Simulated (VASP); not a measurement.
Write the native input for VASP 6.6.1 that does the following.

```yaml
Task: single point
Functional: LDA
Potentials_or_basis: VASP PAW LDA potentials, release 64 (Zr_sv, N)
Cutoff: 600 eV
k_mesh: 18 × 18 × 18
Occupations: gaussian, width 0.15 eV
Spin: collinear spin, ferromagnetic start
Starting_moments: "[1.0, 0.0] μB"
Fixed_moment: 1 μB
Dipole_correction: no
Further_INCAR_settings: ALGO = Normal; EDIFF = 1e-06; NBANDS = 20
```

The structure of ZrN lies in POSCAR:

```
ZrN
1.0
    0.0000000000      2.2625984480      2.2625984480
    2.2625984480      0.0000000000      2.2625984480
    2.2625984480      2.2625984480      0.0000000000
Zr N
1 1
Direct
    0.0000000000      0.0000000000      0.0000000000
    0.5000000000      0.5000000000      0.5000000000
```

These files were run (other wordings do the same):

INCAR

```
ALGO = Normal
EDIFF = 1E-6
ENCUT = 600
GGA_COMPAT = F
ISIF = 2
ISMEAR = 0
ISPIN = 2
LASPH = T
LCHARG = F
LMAXMIX = 4
LORBIT = 11
LREAL = F
LWAVE = F
MAGMOM = 1 0
NBANDS = 20
NELM = 200
NUPDOWN = 1.0
PREC = Accurate
SIGMA = 0.15
```

KPOINTS

```
k-points
0
Gamma
  18 18 18
```

Potentials or basis: VASP PAW LDA potentials, release 64 (Zr_sv, N).

The run is started by

```sh
$ cat potpaw_LDA.64/Zr_sv/POTCAR potpaw_LDA.64/N/POTCAR > POTCAR
$ mpirun -np 1 vasp_std > vasp.out
```

Results of the run:

```json
{
  "Pressure": "7.1 GPa",
  "Net moment": "1.00 μB per cell",
  "Site moments": "Zr +0.54; N +0.14 μB",
  "Valence electrons inside the program's atomic spheres": "Zr 9.98; N 3.70"
}
```

Caveat: the total moment is fixed, so each spin has its own Fermi level.

Run time: 3.9 min on 1 thread of Intel Xeon 6975P-C (shared host), peak memory 0.28 GiB.
